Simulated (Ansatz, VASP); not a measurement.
# Two plane-wave programs on Pb

```xyz
1
Lattice="3.1997 0.0000 0.0000 0.0000 3.1997 0.0000 0.0000 0.0000 3.1997" Properties=species:S:1:pos:R:3 pbc="T T T"
Pb    0.0000    0.0000    0.0000
```

Alike in both runs: task relaxation of cell and atoms; functional BLYP; k mesh 10 × 10 × 10; occupations fermi-dirac, width 0.1 eV; no spin polarisation.

|  | VASP | Ansatz |
| --- | --- | --- |
| version | VASP 6.6.1 | Ansatz 0.2.0 |
| potentials or method | VASP PAW PBE potentials, release 64 (Pb_d), cutoff 600 eV | plane waves (420 eV) with PAW, scalar-relativistic |
| valence electrons in the cell | 14 | 14 |

|  | VASP | Ansatz | Ansatz less VASP |
| --- | --- | --- | --- |
| relaxed volume (Å³/atom) | 37.42 | 37.42 | 0.000 |
| relaxed cell length with the largest relative difference (Å) | 3.345 | 3.345 | 0.0000 |

VASP's potentials were made for PBE, not for BLYP.

Spin-orbit coupling is off throughout.
